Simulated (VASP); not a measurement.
# MoS2 (P6_3/mmc) in VASP: further runs

MoS2 is run at these levels: PBEsol; tasks: single point.

Program: VASP 6.6.1. These are calculated values, not measurements. Logs are shortened: lines on timing, memory, paths and dates and some standing lists are left out, and cuts for length are marked.

## (1) The cell of the first run

Symmetry: P6_3/mmc, No. 194, hexagonal system. Conventional cell: a = 3.199 Å, b = 3.199 Å, c = 10.670 Å, α = 90.00°, β = 90.00°, γ = 120.00°. Within 3.0 Å of Mo (site symmetry -6m2) lie 6 S at 2.27 Å. S (site symmetry 3m) has 3 Mo at 2.27 Å and 1 S at 2.65 Å within 3.0 Å.

## (2) Single point, PBEsol (volume 15.759 Å^3 an atom, c/a of the conventional cell 3.3354)

INCAR reads:

```
PREC = Accurate ; ENCUT = 520
EDIFF = 1E-6 ; ISMEAR = 1
SIGMA = 0.2 ; LREAL = F
LASPH = T ; NELM = 60
ALGO = Normal ; ISIF = 2
LWAVE = F ; LCHARG = F
GGA = PS ; NBANDS = 35
```

KPOINTS reads:

```
regular mesh
0
Gamma
  12 12 4
```

POSCAR reads:

```
MoS2
1.0
    3.1988984238      0.0000000000      0.0000000000
   -1.5994492119      2.7703272991      0.0000000000
    0.0000000000      0.0000000000     10.6696058026
Mo S
2 4
Direct
    0.3333333333      0.6666666667      0.2500000000
    0.6666666667      0.3333333333      0.7500000000
    0.3333333333      0.6666666667      0.6259932117
    0.6666666667      0.3333333333      0.1259932117
    0.3333333333      0.6666666667      0.8740067883
    0.6666666667      0.3333333333      0.3740067883
```

Potentials or basis: VASP PAW PBE potentials, release 64 (Mo_sv, S).

Started as:

```sh
> cat potpaw_PBE.64/Mo_sv/POTCAR potpaw_PBE.64/S/POTCAR > POTCAR
> mpirun -np 1 vasp_std > vasp.out
```

OUTCAR:

```text
PREC = Accurate
   ENCUT = 520
   EDIFF = 1E-6
   ISMEAR = 1
   LREAL = F
   LASPH = T
   NELM = 60
   ISIF = 2
   GGA = PS

 ion  position               nearest neighbor table
   1  0.333  0.667  0.250-   4 2.27   6 2.27   4 2.27   6 2.27   4 2.27   6 2.27
   2  0.667  0.333  0.750-   3 2.27   5 2.27   3 2.27   5 2.27   3 2.27   5 2.27
   3  0.333  0.667  0.626-   2 2.27   2 2.27   2 2.27   5 2.65
   4  0.667  0.333  0.126-   1 2.27   1 2.27   1 2.27   6 2.65
   5  0.333  0.667  0.874-   2 2.27   2 2.27   2 2.27   3 2.65
   6  0.667  0.333  0.374-   1 2.27   1 2.27   1 2.27   4 2.65

  LATTYP: Found a hexagonal cell.
 ALAT       =     3.1988984238
 C/A-ratio  =     3.3354000000

  Lattice vectors:

 A1 = (   3.1988984238,   0.0000000000,   0.0000000000)
 A2 = (  -1.5994492119,   2.7703272991,   0.0000000000)
 A3 = (   0.0000000000,   0.0000000000,  10.6696058026)

Analysis of symmetry for initial positions (statically):
=====================================================================
 Subroutine PRICEL returns:
 Original cell was already a primitive cell.

 Routine SETGRP: Setting up the symmetry group for a
 hexagonal supercell.

 Subroutine GETGRP returns: Found 24 space group operations
 (whereof 12 operations were pure point group operations)
 out of a pool of 24 trial point group operations.

The static configuration has the point symmetry D_3d.
 The point group associated with its full space group is D_6h.

Analysis of symmetry for dynamics (positions and initial velocities):
=====================================================================
 Subroutine PRICEL returns:
 Original cell was already a primitive cell.

 Routine SETGRP: Setting up the symmetry group for a
 hexagonal supercell.

 Subroutine GETGRP returns: Found 24 space group operations
 (whereof 12 operations were pure point group operations)
 out of a pool of 24 trial point group operations.

The dynamic configuration has the point symmetry D_3d.
 The point group associated with its full space group is D_6h.

 Subroutine INISYM returns: Found 24 space group operations
 (whereof 12 operations are pure point group operations),
 and found     1 'primitive' translations

----------------------------------------------------------------------------------------

                                     Primitive cell

  volume of cell :      94.5540

  direct lattice vectors                    reciprocal lattice vectors
     3.198898424  0.000000000  0.000000000     0.312607613  0.180484089  0.000000000
    -1.599449212  2.770327299  0.000000000     0.000000000  0.360968179  0.000000000
     0.000000000  0.000000000 10.669605803     0.000000000  0.000000000  0.093724175

  length of vectors
     3.198898424  3.198898424 10.669605803     0.360968179  0.360968179  0.093724175

  position of ions in fractional coordinates (direct lattice)
     0.333333333  0.666666667  0.250000000
     0.666666667  0.333333333  0.750000000
     0.333333333  0.666666667  0.625993212
     0.666666667  0.333333333  0.125993212
     0.333333333  0.666666667  0.874006788
     0.666666667  0.333333333  0.374006788

  ion indices of the primitive-cell ions
   primitive index   ion index
                 1           1
                 2           2
                 3           3
                 4           4
                 5           5
                 6           6

----------------------------------------------------------------------------------------

 KPOINTS: regular mesh

Automatic generation of k-mesh.
 Grid dimensions read from file:
 generate k-points for:   12   12    4

 Generating k-lattice:

  Cartesian coordinates                     Fractional coordinates (reciprocal lattice)
     0.026050634  0.015040341  0.000000000     0.083333333  0.000000000  0.000000000
     0.000000000  0.030080682  0.000000000     0.000000000  0.083333333  0.000000000
     0.000000000  0.000000000  0.023431044     0.000000000  0.000000000  0.250000000

  Length of vectors
     0.030080682  0.030080682  0.023431044

  Shift w.r.t. Gamma in fractional coordinates (k-lattice)
     0.000000000  0.000000000  0.000000000

 Subroutine IBZKPT returns following result:
 ===========================================

 Found     57 irreducible k-points:

 Following reciprocal coordinates:
            Coordinates               Weight
  0.000000  0.000000  0.000000      1.000000
  0.083333  0.000000  0.000000      6.000000
  0.166667  0.000000  0.000000      6.000000
  0.250000  0.000000  0.000000      6.000000
  0.333333  0.000000  0.000000      6.000000
  0.416667  0.000000  0.000000      6.000000
[... 16 lines left out ...]
  0.250000  0.000000  0.250000     12.000000
  0.333333  0.000000  0.250000     12.000000
 [... further k-points ...]
   k-points           NKPTS =     57   k-points in BZ     NKDIM =     57   number of bands    NBANDS=     35
   number of dos      NEDOS =    301   number of ions     NIONS =      6
   total plane-waves  NPLWV =  46080
   dimension x,y,z NGX =    24 NGY =   24 NGZ =   80
   dimension x,y,z NGXF=    48 NGYF=   48 NGZF=  160
   ions per type =               2   4
   NGX,Y,Z   is equivalent  to a cutoff of  12.47, 12.47, 12.47 a.u.
   NGXF,Y,Z  is equivalent  to a cutoff of  24.95, 24.95, 24.93 a.u.
 SYSTEM =  unknown system
   PREC   = accura    normal or accurate (medium, high low for compatibility)
   ISTART =      0    job   : 0-new  1-cont  2-samecut
   ICHARG =      2    charge: 1-file 2-atom 10-const
   ISPIN  =      1    spin polarized calculation?
   LNONCOLLINEAR =      F non collinear calculations
   LSORBIT =      F    spin-orbit coupling
   LASPH  =      T    aspherical Exc in radial PAW
   ENCUT  =  520.0 eV  38.22 Ry    6.18 a.u.   5.95  5.95 19.84*2*pi/ulx,y,z
   NELM   =     60;   NELMIN=  2; NELMDL= -5     # of ELM steps
   EDIFF  = 0.1E-05   stopping-criterion for ELM
   LREAL  =      F    real-space projection
   EDIFFG = 0.1E-04   stopping-criterion for IOM
   NSW    =      0    number of steps for IOM
   IBRION =     -1    ionic relax: 0-MD 1-quasi-New 2-CG
   NFREE  =      0    steps in history (QN), initial steepest desc. (CG)
   ISIF   =      2    stress and relaxation
   ISYM   =      2    0-nonsym 1-usesym 2-fastsym
   POTIM  = 0.5000    time-step for ionic-motion
   TEBEG  =    0.0;   TEEND  =   0.0 temperature during run
   PSTRESS=    0.0 pullay stress
   NELECT =      52.0000    total number of electrons
   NUPDOWN=      -1.0000    fix difference up-down
   EMIN   =  10.00;   EMAX   =-10.00  energy-range for DOS
   EFERMI =   0.00;   METHOD = LEGACY
   ISMEAR =     1;   SIGMA  =   0.20  broadening in eV -4-tet -1-fermi 0-gaus
   EFERMI_NEDOS =   21; number of points for ismear=-14 and -15
   IALGO  =     38    algorithm
   IMIX   =      4    mixing-type and parameters
     AMIX     =   0.40;   BMIX     =  1.00
     AMIX_MAG =   1.60;   BMIX_MAG =  1.00
  volume/ion in A,a.u.               =      15.76       106.35
  Fermi-wavevector in a.u.,A,eV,Ry     =   1.341269  2.534631 24.476926  1.799003
  Thomas-Fermi vector in A             =   2.469516
   LORBIT       =      0    0 simple, 1 ext, 2 COOP (PROOUT), +10 PAW based schemes
   GGA     = PS    functional components
   LHFCALC =     F    Hartree Fock is set to
   AEXX    =    0.0000 exact exchange contribution
   IVDW    =     0    specifies the selected vdW correction
   LEPSILON=     F    determine dielectric tensor
   LRPA    =     F    only Hartree local field effects (RPA)
 non-spin polarized calculation
 Methfessel and Paxton  Order N= 1 SIGMA  =   0.20
  energy-cutoff  :      520.00
  volume of cell :       94.55
 maximum number of plane-waves:      2580
 NGX is ok and might be reduce to    24
   NGX = 11   NGY = 11   NGZ = 39

 number of electron      52.0000001 magnetization

 Free energy of the ion-electron system (eV)
  ---------------------------------------------------
  ext. energy  EPLUGINS =         0.00000000
  ---------------------------------------------------
  free energy    TOTEN  =       -44.60549647 eV

  energy without entropy =      -44.59984256  energy(sigma->0) =      -44.60361184

 E-fermi :   9.4959     XC(G=0): -11.6038

 val. band max:        9.4935236405   @ k =   0.3333   0.2500   0.0000
 cond. band min:       9.5029248014   @ k =   0.3333   0.2500   0.2500
 fundamental gap:      0.0094011609
 Fermi energy:         9.4958593275

 k-point     1 :       0.0000    0.0000    0.0000
  band No.  band energies     occupation
      1     -52.2139      2.00000
      2     -52.2139      2.00000
      3     -26.4284      2.00000
      4     -26.4275      2.00000
      5     -26.3625      2.00000
      6     -26.3625      2.00000
[... 27 lines left out ...]
     34      12.4463     -0.00000
     35      13.7317      0.00000

 k-point     2 :       0.0833    0.0000    0.0000
  band No.  band energies     occupation
      1     -52.2111      2.00000
      2     -52.2111      2.00000
      3     -26.4223      2.00000
      4     -26.4215      2.00000
      5     -26.3932      2.00000
      6     -26.3932      2.00000
[... 27 lines left out ...]
     34      12.2966     -0.00000
     35      14.1905      0.00000

 k-point     3 :       0.1667    0.0000    0.0000
  band No.  band energies     occupation
      1     -52.2035      2.00000
      2     -52.2035      2.00000
      3     -26.4762      2.00000
      4     -26.4762      2.00000
      5     -26.4055      2.00000
      6     -26.4048      2.00000
[... 27 lines left out ...]
     34      12.2942     -0.00000
     35      15.3819      0.00000
[... 723 lines left out ...]
 k-point    23 :       0.2500    0.0000    0.2500
  band No.  band energies     occupation
      1     -52.1931      2.00000
      2     -52.1931      2.00000
      3     -26.5878      2.00000
      4     -26.5878      2.00000
      5     -26.4120      2.00000
      6     -26.4120      2.00000
[... 27 lines left out ...]
     34      12.8663     -0.00000
     35      16.5126      0.00000

 k-point    24 :       0.3333    0.0000    0.2500
  band No.  band energies     occupation
      1     -52.1826      2.00000
      2     -52.1826      2.00000
      3     -26.6973      2.00000
      4     -26.6973      2.00000
      5     -26.4366      2.00000
      6     -26.4366      2.00000
[... 27 lines left out ...]
     34      13.5204      0.00000
     35      15.6830      0.00000

 [... further k-points ...]
[... 5 lines left out ...]
  --------------------------------------------------------------------------------------
  -------------------------------------------------------------------------------------
  Total        9.9994316      9.9994316     29.0902419     -0.0000000     -0.0000000      0.0000000
  in kB      169.4361169    169.4361169    492.9217816     -0.0000000     -0.0000000      0.0000000
  external PRESSURE =     277.2646718 kB  Pullay stress =       0.0000000 kB

 VOLUME and BASIS-vectors are now :
 -----------------------------------------------------------------------------
  energy-cutoff  :      520.00
  volume of cell :       94.55
      direct lattice vectors                 reciprocal lattice vectors
     3.198898424  0.000000000  0.000000000     0.312607613  0.180484089  0.000000000
    -1.599449212  2.770327299  0.000000000     0.000000000  0.360968179  0.000000000
     0.000000000  0.000000000 10.669605803     0.000000000  0.000000000  0.093724175

 POSITION                                       TOTAL-FORCE (eV/Angst)
 -----------------------------------------------------------------------------------
     -0.00000      1.84688      2.66740        -0.000000      0.000000      0.000000
      1.59945      0.92344      8.00220        -0.000000      0.000000      0.000000
     -0.00000      1.84688      6.67910        -0.000000     -0.000000     -4.742432
      1.59945      0.92344      1.34430        -0.000000     -0.000000     -4.742432
     -0.00000      1.84688      9.32531         0.000000      0.000000      4.742432
      1.59945      0.92344      3.99050         0.000000      0.000000      4.742432
 -----------------------------------------------------------------------------------
    total drift:                               -0.000000      0.000000     -0.000000

  FREE ENERGIE OF THE ION-ELECTRON SYSTEM (eV)
  ---------------------------------------------------
  free  energy   TOTEN  =       -44.6054964750 eV

  energy  without entropy=      -44.5998425602  energy(sigma->0) =      -44.60361184
```

Run time: 1.9 min. Hardware: 1 thread of Intel Xeon Platinum 8488C (Sapphire Rapids), shared host; peak memory 0.29 GiB.

What came out:

```
Free energy            : -44.6055 eV
Pressure               : 27.7 GPa
Largest force          : 4.742 eV/Å
Band gap on the k mesh : zero (band 26 reaches 10.35 eV, above the bottom of band 27 at 9.07 eV)
```

Forces on the atoms (eV/Å):
```
Mo   0.000  0.000  0.000
Mo   0.000  0.000  0.000
S    0.000  0.000 -4.742
S    0.000  0.000 -4.742
S    0.000  0.000  4.742
S    0.000  0.000  4.742
```

Levels at points of the mesh, in eV from the Fermi level:
```
           k point  band 23  band 24  band 25  band 26  band 27  band 28  band 29  band 30
(0.00, 0.00, 0.00)    -3.32    -0.46     0.18     0.85     1.68     1.68     1.72     1.72
(0.50, 0.00, 0.00)    -2.47    -2.19    -1.94    -1.50     0.75     0.91     1.30     1.37
(0.00, 0.00, 0.50)    -2.00    -2.00     0.73     0.73     1.69     1.69     1.69     1.69
(0.50, 0.00, 0.50)    -2.43    -2.43    -1.63    -1.63     0.82     0.82     1.34     1.34
```

Caveat: the PAW data sets were made with another functional, which shifts forces and pressure a little.

[end of part 1 of 3]
